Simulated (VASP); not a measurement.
# Sc (Fd-3m) in VASP: notebook

Sc is run at these levels: PBE; tasks: relaxation of cell and atoms.

Everything below comes from runs of VASP 6.6.1. Logs are shortened: lines on timing, memory, paths and dates and some standing lists are left out, and cuts for length are marked.

## 1. The cell of the first run

It takes space group Fd-3m (No. 227, cubic). The conventional cell has a = 4.382 Å, b = 4.382 Å, c = 4.382 Å, α = 90.00°, β = 90.00°, γ = 90.00°. Within 2.5 Å of Sc (site symmetry -43m) lie 4 Sc at 1.90 Å.

This isn't the form of Sc at room conditions, which is hcp.

## 2. Relaxation of cell and atoms, PBE, target pressure 160 GPa, at which the enthalpy is minimised

INCAR reads:

```
SYSTEM = Sc
ALGO = Normal
EDIFF = 1E-7
EDIFFG = -0.005
ENCUT = 500
GGA = PE
GGA_COMPAT = .FALSE.
IBRION = 2
ISIF = 3
ISMEAR = -1
LASPH = .TRUE.
LCHARG = .FALSE.
LREAL = .FALSE.
LWAVE = .FALSE.
NELM = 120
NELMIN = 4
NSW = 60
PREC = Accurate
PSTRESS = 1600.0
SIGMA = 0.1
```

KPOINTS reads:

```
k-points
0
G
  14 14 14
  0 0 0
```

POSCAR reads:

```
Sc
1.0
    0.0000000000      2.1910229836      2.1910229836
    2.1910229836      0.0000000000      2.1910229836
    2.1910229836      2.1910229836      0.0000000000
Sc
2
Direct
   -0.1250000000     -0.1250000000     -0.1250000000
    0.1250000000      0.1250000000      0.1250000000
```

Potentials or basis: VASP PAW PBE potentials, release 64 (Sc_sv).

Launch:

```sh
cat potpaw_PBE.64/Sc_sv/POTCAR > POTCAR
mpirun -np 1 vasp_std > vasp.out
```

OUTCAR:

```text
SYSTEM = Sc
   EDIFF = 1E-7
   EDIFFG = -0.005
   ENCUT = 500
   GGA = PE
   IBRION = 2
   ISIF = 3
   ISMEAR = -1
   LASPH = .TRUE.
   LREAL = .FALSE.
   NELM = 120
   NELMIN = 4
   NSW = 60
   PREC = Accurate
   PSTRESS = 1600.0

 ion  position               nearest neighbor table
   1  0.875  0.875  0.875-   2 1.90   2 1.90   2 1.90   2 1.90
   2  0.125  0.125  0.125-   1 1.90   1 1.90   1 1.90   1 1.90

  LATTYP: Found a face centered cubic cell.
 ALAT       =     4.3820459672

  Lattice vectors:

 A1 = (   0.0000000000,   2.1910229836,   2.1910229836)
 A2 = (   2.1910229836,   0.0000000000,   2.1910229836)
 A3 = (   2.1910229836,   2.1910229836,   0.0000000000)

Analysis of symmetry for initial positions (statically):
=====================================================================
 Subroutine PRICEL returns:
 Original cell was already a primitive cell.

 Routine SETGRP: Setting up the symmetry group for a
 face centered cubic supercell.

 Subroutine GETGRP returns: Found 48 space group operations
 (whereof 12 operations were pure point group operations)
 out of a pool of 48 trial point group operations.

The static configuration has the point symmetry D_3d.
 The point group associated with its full space group is O_h .

Analysis of symmetry for dynamics (positions and initial velocities):
=====================================================================
 Subroutine PRICEL returns:
 Original cell was already a primitive cell.

 Routine SETGRP: Setting up the symmetry group for a
 face centered cubic supercell.

 Subroutine GETGRP returns: Found 48 space group operations
 (whereof 12 operations were pure point group operations)
 out of a pool of 48 trial point group operations.

The dynamic configuration has the point symmetry D_3d.
 The point group associated with its full space group is O_h .

 Subroutine INISYM returns: Found 48 space group operations
 (whereof 12 operations are pure point group operations),
 and found     1 'primitive' translations

----------------------------------------------------------------------------------------

                                     Primitive cell

  volume of cell :      21.0364

  direct lattice vectors                    reciprocal lattice vectors
     0.000000000  2.191022984  2.191022984    -0.228203905  0.228203905  0.228203905
     2.191022984  0.000000000  2.191022984     0.228203905 -0.228203905  0.228203905
     2.191022984  2.191022984  0.000000000     0.228203905  0.228203905 -0.228203905

  length of vectors
     3.098574419  3.098574419  3.098574419     0.395260757  0.395260757  0.395260757

  position of ions in fractional coordinates (direct lattice)
     0.875000000  0.875000000  0.875000000
     0.125000000  0.125000000  0.125000000

  ion indices of the primitive-cell ions
   primitive index   ion index
                 1           1
                 2           2

----------------------------------------------------------------------------------------

 KPOINTS: k-points

Automatic generation of k-mesh.
 Grid dimensions read from file:
 generate k-points for:   14   14   14

 Generating k-lattice:

  Cartesian coordinates                     Fractional coordinates (reciprocal lattice)
    -0.016300279  0.016300279  0.016300279     0.071428571  0.000000000  0.000000000
     0.016300279 -0.016300279  0.016300279     0.000000000  0.071428571  0.000000000
     0.016300279  0.016300279 -0.016300279     0.000000000  0.000000000  0.071428571

  Length of vectors
     0.028232911  0.028232911  0.028232911

  Shift w.r.t. Gamma in fractional coordinates (k-lattice)
     0.000000000  0.000000000  0.000000000

 Subroutine IBZKPT returns following result:
 ===========================================

 Found    104 irreducible k-points:

 Following reciprocal coordinates:
            Coordinates               Weight
  0.000000  0.000000  0.000000      1.000000
  0.071429  0.000000  0.000000      8.000000
  0.142857  0.000000  0.000000      8.000000
  0.214286  0.000000  0.000000      8.000000
  0.285714  0.000000  0.000000      8.000000
  0.357143  0.000000  0.000000      8.000000
[... 16 lines left out ...]
  0.214286  0.142857  0.000000     24.000000
  0.285714  0.142857  0.000000     24.000000
 [... further k-points ...]
   k-points           NKPTS =    104   k-points in BZ     NKDIM =    104   number of bands    NBANDS=     15
   number of dos      NEDOS =    301   number of ions     NIONS =      2
   total plane-waves  NPLWV =  13824
   dimension x,y,z NGX =    24 NGY =   24 NGZ =   24
   dimension x,y,z NGXF=    48 NGYF=   48 NGZF=   48
   ions per type =               2
   NGX,Y,Z   is equivalent  to a cutoff of  12.88, 12.88, 12.88 a.u.
   NGXF,Y,Z  is equivalent  to a cutoff of  25.75, 25.75, 25.75 a.u.
 SYSTEM =  Sc
   PREC   = accura    normal or accurate (medium, high low for compatibility)
   ISTART =      0    job   : 0-new  1-cont  2-samecut
   ICHARG =      2    charge: 1-file 2-atom 10-const
   ISPIN  =      1    spin polarized calculation?
   LNONCOLLINEAR =      F non collinear calculations
   LSORBIT =      F    spin-orbit coupling
   LASPH  =      T    aspherical Exc in radial PAW
   ENCUT  =  500.0 eV  36.75 Ry    6.06 a.u.   5.65  5.65  5.65*2*pi/ulx,y,z
   NELM   =    120;   NELMIN=  4; NELMDL= -5     # of ELM steps
   EDIFF  = 0.1E-06   stopping-criterion for ELM
   LREAL  =      F    real-space projection
   EDIFFG = -.5E-02   stopping-criterion for IOM
   NSW    =     60    number of steps for IOM
   IBRION =      2    ionic relax: 0-MD 1-quasi-New 2-CG
   NFREE  =      1    steps in history (QN), initial steepest desc. (CG)
   ISIF   =      3    stress and relaxation
   ISYM   =      2    0-nonsym 1-usesym 2-fastsym
   POTIM  = 0.5000    time-step for ionic-motion
   TEBEG  =    0.0;   TEEND  =   0.0 temperature during run
   PSTRESS= 1600.0 pullay stress
   NELECT =      22.0000    total number of electrons
   NUPDOWN=      -1.0000    fix difference up-down
   EMIN   =  10.00;   EMAX   =-10.00  energy-range for DOS
   EFERMI =   0.00;   METHOD = LEGACY
   ISMEAR =    -1;   SIGMA  =   0.10  broadening in eV -4-tet -1-fermi 0-gaus
   EFERMI_NEDOS =   21; number of points for ismear=-14 and -15
   IALGO  =     38    algorithm
   IMIX   =      4    mixing-type and parameters
     AMIX     =   0.40;   BMIX     =  1.00
     AMIX_MAG =   1.60;   BMIX_MAG =  1.00
  volume/ion in A,a.u.               =      10.52        70.98
  Fermi-wavevector in a.u.,A,eV,Ry     =   1.661724  3.140202 37.570113  2.761325
  Thomas-Fermi vector in A             =   2.748738
   LORBIT       =      0    0 simple, 1 ext, 2 COOP (PROOUT), +10 PAW based schemes
   GGA     = PE    functional components
   LHFCALC =     F    Hartree Fock is set to
   AEXX    =    0.0000 exact exchange contribution
   IVDW    =     0    specifies the selected vdW correction
   LEPSILON=     F    determine dielectric tensor
   LRPA    =     F    only Hartree local field effects (RPA)
 conjugate gradient relaxation of ions
 non-spin polarized calculation
  energy-cutoff  :      500.00
  volume of cell :       21.04
 maximum number of plane-waves:       545
   NGX = 11   NGY = 11   NGZ = 11

--------------------------------------- Ionic step        1  -------------------------------------------

 number of electron      21.9999995 magnetization

 Free energy of the ion-electron system (eV)
  ---------------------------------------------------
  ext. energy  EPLUGINS =         0.00000000
  ---------------------------------------------------
  free energy    TOTEN  =        -1.55896307 eV

  energy without entropy =       -1.53764856  energy(sigma->0) =       -1.54830582

------------------------ aborting loop because EDIFF is reached ----------------------------------------

  FORCE on cell =-STRESS in cart. coord.  units (eV):
  Direction    XX          YY          ZZ          XY          YZ          ZX
  --------------------------------------------------------------------------------------
  -------------------------------------------------------------------------------------
  Total       23.3474710     23.3474710     23.3474710      0.0000000     -0.0000000      0.0000000
  in kB     1778.1960125   1778.1960125   1778.1960125      0.0000000     -0.0000000      0.0000000
  external PRESSURE =     178.1960125 kB  Pullay stress =    1600.0000000 kB
[... 23 lines left out ...]
  enthalpy is  TOTEN    =        19.4488186222 eV   P V=       21.0077816971

--------------------------------------- Ionic step        2  -------------------------------------------

 number of electron      22.0000001 magnetization

 E-fermi :   8.8383     XC(G=0): -12.7913

 val. band max:        8.8258833672   @ k =   0.5000   0.0714   0.0000
 cond. band min:       8.8451294806   @ k =   0.4286   0.3571   0.0000
 fundamental gap:      0.0192461135
 Fermi energy:         8.8383269397

 k-point     1 :       0.0000    0.0000    0.0000
  band No.  band energies     occupation
      1     -42.4007      2.00000
      2     -37.9616      2.00000
      3     -20.9076      2.00000
      4     -20.9076      2.00000
      5     -20.9076      2.00000
      6     -17.5011      2.00000
      7     -17.5011      2.00000
      8     -17.5011      2.00000
      9       3.6071      2.00000
     10       6.7779      2.00000
     11       6.7779      2.00000
     12       9.5256      0.00207
     13       9.5256      0.00207
     14       9.5256      0.00207
     15      13.4479      0.00000
[... 487 lines left out ...]
  enthalpy is  TOTEN    =        19.4176452075 eV   P V=       21.6225225932

--------------------------------------- Ionic step        4  -------------------------------------------

 number of electron      22.0000003 magnetization

 Free energy of the ion-electron system (eV)
  ---------------------------------------------------
  ext. energy  EPLUGINS =         0.00000000
  ---------------------------------------------------
  free energy    TOTEN  =        -2.16504236 eV

  energy without entropy =       -2.14249360  energy(sigma->0) =       -2.15376798

 E-fermi :  10.0720     XC(G=0): -13.5413

 val. band max:       10.0679891991   @ k =  -0.4286   0.5000   0.0714
 cond. band min:      10.0786850361   @ k =   0.4286   0.3571   0.0714
 fundamental gap:      0.0106958370
 Fermi energy:        10.0720017489

 k-point     1 :       0.0000    0.0000    0.0000
  band No.  band energies     occupation
      1     -41.9320      2.00000
      2     -35.8279      2.00000
      3     -20.0997      2.00000
      4     -20.0997      2.00000
      5     -20.0997      2.00000
      6     -15.9171      2.00000
      7     -15.9171      2.00000
      8     -15.9171      2.00000
      9       4.9981      2.00000
     10       7.5869      2.00000
     11       7.5869      2.00000
     12      11.0003      0.00019
     13      11.0003      0.00019
     14      11.0003      0.00019
     15      15.7163      0.00000
[... 443 lines left out ...]
  FREE ENERGIE OF THE ION-ELECTRON SYSTEM (eV)
  ---------------------------------------------------
  free  energy   TOTEN  =        -2.1650423598 eV

  energy  without entropy=       -2.1424935991  energy(sigma->0) =       -2.15376798

  enthalpy is  TOTEN    =        19.4174922329 eV   P V=       21.5825345927

 reached required accuracy - stopping structural energy minimisation
```

It took 1.7 min on 1 thread of Oxide Virtual Turin-like, shared host; peak memory 0.12 GiB.

What came out:

- Free energy: -2.1650 eV
- Relaxed volume: 10.81 Å³/atom
- Relaxed cell: a = 3.127 Å, b = 3.127 Å, c = 3.127 Å, α = 60.00°, β = 60.00°, γ = 60.00°
- Space group after relaxing (to 0.1 Å): Fd-3m (No. 227)
- Energy change on relaxing (the run minimises the enthalpy): -303.0 meV/atom
- Ionic steps: 4
- Pressure after relaxing: 160.0 GPa
- Band gap on the k mesh: zero (bands 11 and 12 overlap by 0.56 eV)

Step by step:
| step | energy change (eV) | largest force (eV/Å) | pressure (GPa) | volume (Å³) |
| --- | --- | --- | --- | --- |
| 1 | 0.0000 | 0.0000 | 177.82 | 21.04 |
| 2 | -3.0302 | 0.0000 | 90.63 | 24.80 |
| 3 | -0.6459 | 0.0000 | 158.81 | 21.65 |
| 4 | -0.6061 | 0.0000 | 159.98 | 21.61 |

Final structure:
```
CELL_PARAMETERS angstrom
0.00000 2.21082 2.21082
2.21082 0.00000 2.21082
2.21082 2.21082 0.00000
ATOMIC_POSITIONS crystal
Sc 0.87500 0.87500 0.87500
Sc 0.12500 0.12500 0.12500
```

Levels at points of the mesh, in eV from the Fermi level:
```
           k point  band 7  band 8  band 9  band 10  band 11  band 12  band 13  band 14  band 15
(0.00, 0.00, 0.00)  -25.99  -25.99   -5.07    -2.49    -2.49     0.93     0.93     0.93     5.64
(0.50, 0.00, 0.00)  -24.98  -24.68   -3.24    -2.04    -2.04    -0.18    -0.18    -0.06     4.97
(0.50, 0.50, 0.00)  -23.81  -23.81   -4.76    -4.76    -0.09    -0.09     2.83     2.83     6.41
```

Caveat: the cell is relaxed towards a set pressure, so the run minimises the enthalpy, not the energy; atoms lie so close that the PAW spheres overlap strongly, which falsifies energies and pressures.

[end of part 1 of 2]
